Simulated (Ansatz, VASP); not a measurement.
# Two plane-wave programs on InO

```
In O
1.0
     3.45361    0.00000    0.00000
    -1.72681    2.99092    0.00000
     0.00000    0.00000   15.87710
In O
2 2
Direct
  0.66667 0.33333 0.59002
  0.66667 0.33333 0.40998
  0.00000 0.00000 0.63987
  0.00000 0.00000 0.36013
```

Alike in both runs: task relaxation of cell and atoms; functional PBE; k mesh 12 × 12 × 4; occupations gaussian, width 0.02 eV; no spin polarisation.

```csv
,VASP,Ansatz
version,VASP 6.6.1,Ansatz 0.2.0
potentials or method,"VASP PAW PBE potentials, release 64 (In_d, O), cutoff 600 eV","scalar-relativistic, plane waves, PAW"
valence electrons in the cell,38,38
```

|  | VASP | Ansatz | Ansatz less VASP |
| --- | --- | --- | --- |
| gap on the k mesh at the Fermi level, each at its own relaxed structure (eV) | 0.36 | 0.36 | 0.000 |
| relaxed volume (Å³/atom) | 40.90 | 40.88 | -0.019 |
| relaxed cell length with the largest relative difference (Å) | 15.853 | 15.867 | +0.0141 |
